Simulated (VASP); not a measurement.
Crystal: C.

```
C
1.0
     2.12732   -1.22828    0.00000
     2.12732    1.22828    0.00000
    -1.37907    0.00000    3.50283
C
2
Cartesian
  3.5455 0.0000 0.0003
  -0.6699 0.0000 3.5025
```

| Quantity | Value |
| --- | --- |
| Program | VASP 6.6.1 |
| Task | relaxation of cell and atoms |
| Functional | LDA |
| Potentials or basis | VASP PAW LDA potentials, release 64 (C) |
| Cutoff | 600 eV |
| k mesh | 8 × 8 × 5, shifted |
| Occupations | fermi-dirac, width 0.1 eV |
| Spin | no spin polarisation |

At the start: pressure -3.8 GPa; volume 9.15 Å³/atom.

Question: How do energy, volume and symmetry change on relaxing?

Answer: Over 16 steps the energy falls by 3.9 meV/atom and the volume is 8.52 Å³/atom (-6.9 %); space group C2/m (No. 12, to 0.05 Å).

The path:
| step | energy change (eV) | largest force (eV/Å) | pressure (GPa) | volume (Å³) |
| --- | --- | --- | --- | --- |
| 1 | 0.0000 | 0.1461 | -3.80 | 18.31 |
| 2 | 0.0167 | 0.8499 | 8.19 | 17.74 |
| 3 | -0.0028 | 0.0937 | -0.68 | 18.15 |
| 4 | -0.0028 | 0.0981 | -0.62 | 18.14 |
| 5 | -0.0022 | 0.3135 | 0.72 | 18.03 |
| 6 | -0.0030 | 0.0464 | -0.17 | 18.10 |
| 7 | -0.0036 | 0.0431 | -0.15 | 18.03 |
| 8 | -0.0050 | 0.0343 | -0.14 | 17.80 |
| 9 | -0.0055 | 0.0256 | -0.02 | 17.34 |
| 10 | -0.0057 | 0.0267 | -0.04 | 17.49 |
| 11 | -0.0059 | 0.0293 | -0.04 | 17.47 |
| 12 | -0.0065 | 0.0383 | -0.12 | 17.39 |
| 13 | -0.0073 | 0.0572 | -0.21 | 17.24 |
| 14 | -0.0075 | 0.0918 | -0.36 | 16.94 |
| 15 | -0.0076 | 0.0795 | -0.29 | 17.05 |
| 16 | -0.0077 | 0.0179 | -0.11 | 17.05 |

Final structure:
```
CELL_PARAMETERS angstrom
2.11519 -1.22507 -0.00012
2.11519 1.22507 -0.00012
-1.37139 0.00000 3.28942
ATOMIC_POSITIONS crystal
C 0.83349 0.83349 0.00009
C 0.16651 0.16651 0.99991
```

Caveat: the relaxation stopped at a loose force limit of 0.05 eV/Å, so its end isn't a converged minimum.
